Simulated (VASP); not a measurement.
Set up this calculation in VASP 6.6.1, as the native input.

| Item | Value |
| --- | --- |
| Task | single point |
| Functional | PBE |
| Potentials or basis | VASP PAW PBE potentials, release 64 (C) |
| Cutoff | 520 eV |
| k mesh | 6 × 6 × 6 |
| Occupations | gaussian, width 0.01 eV |
| Spin | no spin polarisation |
| Dipole correction | no |
| Further INCAR settings | ALGO = Normal; EDIFF = 1e-06; NBANDS = 11 |

The structure of C lies in POSCAR:

```
C
1.0
    0.0432300000      1.7757900000      1.8406100000
    1.7902000000      0.0218200000      1.8620200000
    1.8008200000      1.8078200000      0.0112000000
C
2
Direct
    0.9833154804      0.0200844164      1.0051737207
    0.2429700000      0.2311100000      0.2736800000
```

These files were run (other wordings do the same):

INCAR

```
SYSTEM = C
PREC = Accurate ; ENCUT = 520
EDIFF = 1E-6 ; ISMEAR = 0
SIGMA = 0.01 ; LREAL = .FALSE.
LASPH = .TRUE. ; NELM = 60
ALGO = Normal ; ISIF = 2
LWAVE = .FALSE. ; LCHARG = .FALSE.
GGA = PE ; NBANDS = 11
```

KPOINTS

```
regular mesh
0
G
  6 6 6
  0 0 0
```

Potentials or basis: VASP PAW PBE potentials, release 64 (C).

Run with:

```bash
$ cat potpaw_PBE.64/C/POTCAR > POTCAR
$ mpirun -np 1 vasp_std > vasp.out
```

It gave:

| Quantity | Value |
| --- | --- |
| Pressure | -6.9 GPa |
| Largest force | 2.490 eV/Å |
| Band gap on the k mesh | 2.17 eV, indirect (least direct gap 2.89 eV) |

Caveat: the k points lie up to 0.51 Å⁻¹ apart; forces of over 1 eV/Å act on the atoms, so gaps and moduli don't describe the material at rest.

Run time: 5.2 s on 1 thread of Intel(R) Xeon(R) 6975P-C (Granite Rapids) (shared host), peak memory 0.12 GiB.
